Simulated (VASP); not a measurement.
Input of a VASP 6.6.1 run:

Contents of INCAR:

```
ALGO = Normal ; EDIFF = 1E-6
ENCUT = 520 ; GGA = PS
ISIF = 2 ; ISMEAR = -1
LASPH = T ; LCHARG = T
LELF = T ; LREAL = Auto
LVHAR = T ; LWAVE = F
NBANDS = 56 ; NELM = 60
PREC = Accurate ; SIGMA = 0.05
```

KPOINTS

```
k-points
0
Gamma
  6 4 1
```

The input POSCAR:

```
AlN
1.0
    2.1888610000     -2.1888610000      0.0000000000
    0.0000000000      0.0000000000      4.3777220000
  -19.0422620000    -19.0422620000      0.0000000000
Al N
10 10
Direct
    0.0017830000      0.0035040000      0.7027880000
    0.0019100000      0.0035950000      0.4711630000
    0.0018120000      0.9610440000      0.2486160000
    0.0018480000      0.0041420000      0.5862220000
    0.0019440000      0.0032730000      0.3566020000
    0.5018140000      0.5031890000      0.6431020000
    0.5019280000      0.5041820000      0.4134840000
    0.5017440000      0.4609890000      0.7510830000
    0.5018840000      0.5035930000      0.5285340000
    0.5018820000      0.5035730000      0.2969160000
    0.0018170000      0.2526200000      0.6436810000
    0.0019150000      0.2540750000      0.4136900000
    0.0017590000      0.2616270000      0.7581120000
    0.0018770000      0.2537000000      0.5285890000
    0.0018720000      0.2571070000      0.2983940000
    0.5018450000      0.7540590000      0.5859970000
    0.5019360000      0.7526610000      0.3560180000
    0.5017830000      0.7570780000      0.7013000000
    0.5019020000      0.7537090000      0.4710950000
    0.5018270000      0.7616530000      0.2415960000
```

Potentials or basis: VASP PAW PBE potentials, release 64 (Al, N).

Run with:

```sh
$ cat potpaw_PBE.64/Al/POTCAR potpaw_PBE.64/N/POTCAR > POTCAR
$ mpirun -np 1 vasp_std > vasp.out
```

(1) What does it give for the largest force?

(2) Predict the band gap on the k mesh.

Results:

(1) 0.015 eV/Å.

(2) 2.76 eV (least direct gap 2.82 eV).

Caveat: the PAW data sets were made with another functional, which shifts forces and pressure a little.
